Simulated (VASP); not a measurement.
# B2P (C2/m) in VASP: relaxation of cell and atoms with PBE

Aim: the relaxation of cell and atoms of B2P with PBE.

Everything below comes from runs of VASP 6.6.1. Logs are shortened: lines on timing, memory, paths and dates and some standing lists are left out, and cuts for length are marked.

## Step 1: The cell of the first run

It takes space group C2/m (No. 12, monoclinic). Conventional cell: a = 7.548 Å, b = 2.736 Å, c = 6.284 Å, α = 90.00°, β = 119.42°, γ = 90.00°. B (site symmetry m) has 5 P at 2.18 to 2.21 Å and 9 B at 2.40 to 2.83 Å within 2.9 Å. Within 2.6 Å of B (site symmetry m) lie 3 B at 1.96 to 2.31 Å and 3 P at 2.15 Å. P (site symmetry m) has 8 B at 2.15 to 2.21 Å and 3 P at 2.45 to 2.74 Å within 2.8 Å.

## Step 2: Relaxation of cell and atoms, PBE

Input file INCAR:

```
ALGO = Normal
EDIFF = 1E-6
EDIFFG = -0.04
ENCUT = 600
GGA = PE
IBRION = 2
ISIF = 3
ISMEAR = 0
LASPH = True
LCHARG = False
LREAL = False
LWAVE = False
NELM = 80
NSW = 90
PREC = Accurate
SIGMA = 0.1
```

Input file KPOINTS:

```
k-points
0
Gamma
  6 6 4
```

Input file POSCAR:

```
B2P
1.0
    3.7739008300     -1.3680793359      0.0000000000
    3.7739008300      1.3680793359      0.0000000000
   -3.0865819613      0.0000000000      5.4733325261
B P
4 2
Direct
    0.4059000000      0.4059000000      0.1084000000
    0.5941000000      0.5941000000      0.8916000000
    0.8600000000      0.8600000000      0.4720000000
    0.1400000000      0.1400000000      0.5280000000
    0.1574000000      0.1574000000      0.1965000000
    0.8426000000      0.8426000000      0.8035000000
```

Potentials or basis: VASP PAW PBE potentials, release 64 (B, P).

Run with:

```
> cat potpaw_PBE.64/B/POTCAR potpaw_PBE.64/P/POTCAR > POTCAR
> mpirun -np 1 vasp_std > vasp.out
```

OUTCAR:

```text
EDIFF = 1E-6
   EDIFFG = -0.04
   ENCUT = 600
   GGA = PE
   IBRION = 2
   ISIF = 3
   ISMEAR = 0
   LASPH = True
   LREAL = False
   NELM = 80
   NSW = 90
   PREC = Accurate

 ion  position               nearest neighbor table
   1  0.406  0.406  0.108-   5 2.18   5 2.18   5 2.20   6 2.21   6 2.21
   2  0.594  0.594  0.892-   6 2.18   6 2.18   6 2.20   5 2.21   5 2.21
   3  0.860  0.860  0.472-   4 1.96   5 2.15   5 2.15   6 2.15
   4  0.140  0.140  0.528-   3 1.96   6 2.15   6 2.15   5 2.15
   5  0.157  0.157  0.197-   3 2.15   3 2.15   4 2.15   1 2.18   1 2.18   1 2.20   2 2.21   2 2.21
                             6 2.45
   6  0.843  0.843  0.803-   4 2.15   4 2.15   3 2.15   2 2.18   2 2.18   2 2.20   1 2.21   1 2.21
                             5 2.45

  LATTYP: Found a base centered monoclinic cell.
 ALAT       =     7.5478016600
 B/A-ratio  =     0.3625106746
 C/A-ratio  =     0.8325149793
 COS(beta)  =    -0.4912078266

  Lattice vectors:

 A1 = (   3.7739008300,  -1.3680793359,   0.0000000000)
 A2 = (   3.7739008300,   1.3680793359,   0.0000000000)
 A3 = (  -3.0865819613,   0.0000000000,   5.4733325261)

Analysis of symmetry for initial positions (statically):
=====================================================================
 Subroutine PRICEL returns:
 Original cell was already a primitive cell.

 Routine SETGRP: Setting up the symmetry group for a
 base centered monoclinic supercell.

 Subroutine GETGRP returns: Found  4 space group operations
 (whereof  4 operations were pure point group operations)
 out of a pool of  4 trial point group operations.

The static configuration has the point symmetry C_2h.

Analysis of symmetry for dynamics (positions and initial velocities):
=====================================================================
 Subroutine PRICEL returns:
 Original cell was already a primitive cell.

 Routine SETGRP: Setting up the symmetry group for a
 base centered monoclinic supercell.

 Subroutine GETGRP returns: Found  4 space group operations
 (whereof  4 operations were pure point group operations)
 out of a pool of  4 trial point group operations.

The dynamic configuration has the point symmetry C_2h.

 Subroutine INISYM returns: Found  4 space group operations
 (whereof  4 operations are pure point group operations),
 and found     1 'primitive' translations

----------------------------------------------------------------------------------------

                                     Primitive cell

  volume of cell :      56.5176

  direct lattice vectors                    reciprocal lattice vectors
     3.773900830 -1.368079336  0.000000000     0.132488908 -0.365475881  0.074714604
     3.773900830  1.368079336  0.000000000     0.132488908  0.365475881  0.074714604
    -3.086581961  0.000000000  5.473332526     0.000000000  0.000000000  0.182704046

  length of vectors
     4.014220789  4.014220789  6.283657943     0.395863868  0.395863868  0.182704046

  position of ions in fractional coordinates (direct lattice)
     0.405900000  0.405900000  0.108400000
     0.594100000  0.594100000  0.891600000
     0.860000000  0.860000000  0.472000000
     0.140000000  0.140000000  0.528000000
     0.157400000  0.157400000  0.196500000
     0.842600000  0.842600000  0.803500000

  ion indices of the primitive-cell ions
   primitive index   ion index
                 1           1
                 2           2
                 3           3
                 4           4
                 5           5
                 6           6

----------------------------------------------------------------------------------------

 KPOINTS: k-points

Automatic generation of k-mesh.
 Grid dimensions read from file:
 generate k-points for:    6    6    4

 Generating k-lattice:

  Cartesian coordinates                     Fractional coordinates (reciprocal lattice)
     0.022081485 -0.060912647  0.012452434     0.166666667  0.000000000  0.000000000
     0.022081485  0.060912647  0.012452434     0.000000000  0.166666667  0.000000000
     0.000000000  0.000000000  0.045676012     0.000000000  0.000000000  0.250000000

  Length of vectors
     0.065977311  0.065977311  0.045676012

  Shift w.r.t. Gamma in fractional coordinates (k-lattice)
     0.000000000  0.000000000  0.000000000

 Subroutine IBZKPT returns following result:
 ===========================================

 Found     47 irreducible k-points:

 Following reciprocal coordinates:
            Coordinates               Weight
  0.000000  0.000000  0.000000      1.000000
  0.166667  0.000000  0.000000      4.000000
  0.333333  0.000000  0.000000      4.000000
  0.500000  0.000000  0.000000      2.000000
  0.166667  0.166667  0.000000      2.000000
  0.333333  0.166667  0.000000      4.000000
[... 16 lines left out ...]
 -0.333333  0.166667  0.250000      4.000000
 -0.166667  0.166667  0.250000      4.000000
 [... further k-points ...]
   k-points           NKPTS =     47   k-points in BZ     NKDIM =     47   number of bands    NBANDS=     15
   number of dos      NEDOS =    301   number of ions     NIONS =      6
   total plane-waves  NPLWV =  51200
   dimension x,y,z NGX =    32 NGY =   32 NGZ =   50
   dimension x,y,z NGXF=    64 NGYF=   64 NGZF=  100
   ions per type =               4   2
   NGX,Y,Z   is equivalent  to a cutoff of  13.25, 13.25, 13.23 a.u.
   NGXF,Y,Z  is equivalent  to a cutoff of  26.51, 26.51, 26.46 a.u.
 SYSTEM =  unknown system
   PREC   = accura    normal or accurate (medium, high low for compatibility)
   ISTART =      0    job   : 0-new  1-cont  2-samecut
   ICHARG =      2    charge: 1-file 2-atom 10-const
   ISPIN  =      1    spin polarized calculation?
   LNONCOLLINEAR =      F non collinear calculations
   LSORBIT =      F    spin-orbit coupling
   LASPH  =      T    aspherical Exc in radial PAW
   ENCUT  =  600.0 eV  44.10 Ry    6.64 a.u.   8.02  8.02 12.55*2*pi/ulx,y,z
   NELM   =     80;   NELMIN=  2; NELMDL= -5     # of ELM steps
   EDIFF  = 0.1E-05   stopping-criterion for ELM
   LREAL  =      F    real-space projection
   EDIFFG = -.4E-01   stopping-criterion for IOM
   NSW    =     90    number of steps for IOM
   IBRION =      2    ionic relax: 0-MD 1-quasi-New 2-CG
   NFREE  =      1    steps in history (QN), initial steepest desc. (CG)
   ISIF   =      3    stress and relaxation
   ISYM   =      2    0-nonsym 1-usesym 2-fastsym
   POTIM  = 0.5000    time-step for ionic-motion
   TEBEG  =    0.0;   TEEND  =   0.0 temperature during run
   PSTRESS=    0.0 pullay stress
   NELECT =      22.0000    total number of electrons
   NUPDOWN=      -1.0000    fix difference up-down
   EMIN   =  10.00;   EMAX   =-10.00  energy-range for DOS
   EFERMI =   0.00;   METHOD = LEGACY
   ISMEAR =     0;   SIGMA  =   0.10  broadening in eV -4-tet -1-fermi 0-gaus
   EFERMI_NEDOS =   21; number of points for ismear=-14 and -15
   IALGO  =     38    algorithm
   IMIX   =      4    mixing-type and parameters
     AMIX     =   0.40;   BMIX     =  1.00
     AMIX_MAG =   1.60;   BMIX_MAG =  1.00
  volume/ion in A,a.u.               =       9.42        63.57
  Fermi-wavevector in a.u.,A,eV,Ry     =   1.195330  2.258846 19.440196  1.428814
  Thomas-Fermi vector in A             =   2.331298
   LORBIT       =      0    0 simple, 1 ext, 2 COOP (PROOUT), +10 PAW based schemes
   GGA     = PE    functional components
   LHFCALC =     F    Hartree Fock is set to
   AEXX    =    0.0000 exact exchange contribution
   IVDW    =     0    specifies the selected vdW correction
   LEPSILON=     F    determine dielectric tensor
   LRPA    =     F    only Hartree local field effects (RPA)
 conjugate gradient relaxation of ions
 non-spin polarized calculation
 Gauss-broadening in eV      SIGMA  =   0.10
  energy-cutoff  :      600.00
  volume of cell :       56.52
 maximum number of plane-waves:      1909
   NGX = 17   NGY = 17   NGZ = 25

--------------------------------------- Ionic step        1  -------------------------------------------

 number of electron      22.0000001 magnetization

 Free energy of the ion-electron system (eV)
  ---------------------------------------------------
  ext. energy  EPLUGINS =         0.00000000
  ---------------------------------------------------
  free energy    TOTEN  =       -28.98313314 eV

  energy without entropy =      -28.96926010  energy(sigma->0) =      -28.97619662

------------------------ aborting loop because EDIFF is reached ----------------------------------------

  FORCE on cell =-STRESS in cart. coord.  units (eV):
  Direction    XX          YY          ZZ          XY          YZ          ZX
  --------------------------------------------------------------------------------------
  -------------------------------------------------------------------------------------
  Total       -8.6581906      3.8493320      1.9131746      0.0000000      0.0000000      2.6130175
  in kB     -245.4449659    109.1220100     54.2352424      0.0000000      0.0000000     74.0745980
  external PRESSURE =     -27.3625712 kB  Pullay stress =       0.0000000 kB
[... 101 lines left out ...]
  FREE ENERGIE OF THE ION-ELECTRON SYSTEM (eV)
  ---------------------------------------------------
  free  energy   TOTEN  =       -30.4912255834 eV

  energy  without entropy=      -30.4744245996  energy(sigma->0) =      -30.48282509

[... ionic steps 4 to 44 ...]

--------------------------------------- Ionic step       45  -------------------------------------------

 number of electron      22.0000001 magnetization

------------------------ aborting loop because EDIFF is reached ----------------------------------------
[... 75 lines left out ...]
--------------------------------------- Ionic step       47  -------------------------------------------

 number of electron      22.0000001 magnetization

 Free energy of the ion-electron system (eV)
  ---------------------------------------------------
  ext. energy  EPLUGINS =         0.00000000
  ---------------------------------------------------
  free energy    TOTEN  =       -37.23255342 eV

  energy without entropy =      -37.22458373  energy(sigma->0) =      -37.22856858

 E-fermi :   5.4832     XC(G=0): -10.7693

 val. band max:        5.4738607685   @ k =   0.1667   0.1667   0.2500
 cond. band min:       5.4868538345   @ k =   0.0000   0.0000   0.5000
 fundamental gap:      0.0129930660
 Fermi energy:         5.4832140665

 k-point     1 :       0.0000    0.0000    0.0000
  band No.  band energies     occupation
      1      -8.8208      2.00000
      2      -7.5556      2.00000
      3      -4.7545      2.00000
      4       0.3351      2.00000
      5       0.3747      2.00000
      6       4.4952      2.00000
      7       4.9403      2.00000
      8       5.0631      2.00000
      9       6.0275      0.00000
     10       6.5192      0.00000
     11       6.9567      0.00000
     12       8.5689      0.00000
     13      10.3491      0.00000
     14      10.7599      0.00000
[... 401 lines left out ...]
      2      -6.4328      2.00000
      3      -3.1056      2.00000
      4      -0.5798      2.00000
      5       0.8888      2.00000
      6       1.0391      2.00000
      7       2.2841      2.00000
      8       2.8828      2.00000
      9       3.0752      2.00000
     10       3.7857      2.00000
     11       5.1762      1.99999
     12       7.8742      0.00000
     13       9.5668      0.00000
     14      10.4706      0.00000
     15      11.3975      0.00000

 [... further k-points ...]

------------------------ aborting loop because EDIFF is reached ----------------------------------------

  FORCE on cell =-STRESS in cart. coord.  units (eV):
  Direction    XX          YY          ZZ          XY          YZ          ZX
  --------------------------------------------------------------------------------------
  -------------------------------------------------------------------------------------
  Total        0.0691172     -0.1839939      0.0429727      0.0000000      0.0000000      0.0457751
  in kB        1.6726967     -4.4528152      1.0399782      0.0000000      0.0000000      1.1077988
  external PRESSURE =      -0.5800468 kB  Pullay stress =       0.0000000 kB
[... 21 lines left out ...]
  FREE ENERGIE OF THE ION-ELECTRON SYSTEM (eV)
  ---------------------------------------------------
  free  energy   TOTEN  =       -37.2325534228 eV

  energy  without entropy=      -37.2245837311  energy(sigma->0) =      -37.22856858

 reached required accuracy - stopping structural energy minimisation
```

It took 16 min on 1 thread of Intel Xeon Platinum 8488C (Sapphire Rapids), shared host; peak memory 0.24 GiB.

Results:

```yaml
Free_energy: -37.2326 eV
Relaxed_volume: 11.03 Å³/atom
Relaxed_cell: a = 3.157 Å, b = 3.157 Å, c = 7.712 Å, α = 93.71°, β = 93.71°, γ = 59.75°
Space_group_after_relaxing_to_0.1_Å: C2/m (No. 12)
Energy_gained_by_relaxing: 1374.9 meV/atom
Ionic_steps: 47
Pressure_after_relaxing: -0.1 GPa
Largest_force_after_relaxing: 0.036 eV/Å
Band_gap_on_the_k_mesh: zero (bands 11 and 12 overlap by 3.22 eV)
```

Forces on the atoms (eV/Å):
```
B    0.011  0.000  0.019
B   -0.011  0.000 -0.019
B    0.009  0.000 -0.035
B   -0.009  0.000  0.035
P    0.019  0.000 -0.015
P   -0.019  0.000  0.015
```

Stress tensor (GPa, compression positive):
```
 0.17  0.00  0.11
 0.00 -0.45  0.00
 0.11  0.00  0.10
```

The path:
```tsv
step	energy change (eV)	largest force (eV/Å)	pressure (GPa)	volume (Å³)
1	0.0000	2.2212	-2.74	56.52
3	-1.5081	4.0476	14.40	52.98
5	-2.8796	3.7769	17.71	54.20
7	-3.6930	1.9896	8.34	57.43
9	-3.7778	2.5369	3.64	58.91
11	-4.2797	1.4716	-7.68	60.77
13	-4.4276	1.0807	-5.84	59.54
15	-4.2192	2.1503	22.98	51.11
17	-4.6804	1.5169	5.18	54.91
19	-4.9933	1.5491	10.72	53.68
21	-5.5963	1.9252	7.96	56.45
23	-6.7921	1.4682	-1.82	64.99
25	-7.4421	0.9193	-13.54	70.83
27	-7.9763	0.8213	-4.44	66.51
29	-8.0545	0.8119	2.49	63.80
31	-8.1424	0.4540	1.57	64.16
33	-8.1811	0.5202	-1.38	65.66
35	-8.2145	0.4241	-0.33	65.63
37	-8.2330	0.0588	1.28	65.26
39	-8.2400	0.1370	-0.20	66.09
41	-8.2431	0.0896	0.10	66.06
43	-8.2453	0.1278	-0.19	66.17
45	-8.2482	0.0780	0.19	66.06
47	-8.2494	0.0358	-0.06	66.20
```

Final structure:
```
B P
1.0
     2.71517   -1.57248    0.34758
     2.71517    1.57248    0.34758
    -1.54680    0.00000    7.55494
B P
4 2
Direct
  0.51468 0.51468 0.11412
  0.48532 0.48532 0.88588
  0.76349 0.76349 0.54245
  0.23651 0.23651 0.45755
  0.19049 0.19049 0.20355
  0.80951 0.80951 0.79645
```

Caveat: the k points lie up to 0.38 Å⁻¹ apart in the final cell, too coarse for converged energies and pressures of a metal; the volume moved by over 15 % at a fixed basis, so the end points are rough.
